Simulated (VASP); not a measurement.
A run of VASP 6.6.1:

The input POSCAR:

```
Cs
1.0
    0.0000000000      5.7148403267      5.7148403267
    5.7148403267      0.0000000000      5.7148403267
    5.7148403267      5.7148403267      0.0000000000
Cs
2
Direct
   -0.1250000000     -0.1250000000     -0.1250000000
    0.1250000000      0.1250000000      0.1250000000
```

INCAR.step1

```
PREC     = Accurate       # precision mode
ENCUT    = 520            # plane-wave cutoff, eV
EDIFF    = 1E-6           # SCF threshold, eV
ISMEAR   = -1             # smearing method
SIGMA    = 0.08           # smearing width, eV
LREAL    = False          # projectors in reciprocal space
LASPH    = True           # aspherical terms in the spheres
NELM     = 100            # most SCF steps
ALGO     = Normal         # electronic algorithm
ISIF     = 2              # what is computed and relaxed
LWAVE    = False          # write WAVECAR
LCHARG   = True           # write CHGCAR
GGA      = PE             # functional
NBANDS   = 16             # bands
```

KPOINTS.step1

```
regular mesh
0
Gamma
  6 6 6
```

INCAR.step2

```
PREC     = Accurate       # precision mode
ENCUT    = 520            # plane-wave cutoff, eV
EDIFF    = 1E-6           # SCF threshold, eV
ISMEAR   = -5             # smearing method
SIGMA    = 0.08           # smearing width, eV
LREAL    = False          # projectors in reciprocal space
LASPH    = True           # aspherical terms in the spheres
NELM     = 100            # most SCF steps
ALGO     = Normal         # electronic algorithm
ISIF     = 2              # what is computed and relaxed
LWAVE    = False          # write WAVECAR
LCHARG   = False          # write CHGCAR
GGA      = PE             # functional
LORBIT   = 11             # projections on sites
NBANDS   = 16             # bands
NEDOS    = 1001           # points of the DOS
ICHARG   = 11             # starting density
```

The input KPOINTS.step2:

```
regular mesh
0
Gamma
  9 9 9
```

Potentials or basis: VASP PAW PBE potentials, release 64 (Cs_sv).

The run is started by

```sh
$ cat potpaw_PBE.64/Cs_sv/POTCAR > POTCAR
$ cp INCAR.step1 INCAR
$ cp KPOINTS.step1 KPOINTS
$ mpirun -np 1 vasp_std > vasp.out
$ cp INCAR.step2 INCAR
$ cp KPOINTS.step2 KPOINTS
$ mpirun -np 1 vasp_std > vasp.out
```

Hardware: 1 thread of Intel(R) Xeon(R) 6975P-C (Granite Rapids) (shared host).

Q: Estimate the wall time of this run.

A: It took 93 s on 1 thread of Intel(R) Xeon(R) 6975P-C (Granite Rapids), on a shared host, peak memory 0.53 GiB. Counts: k points 35.
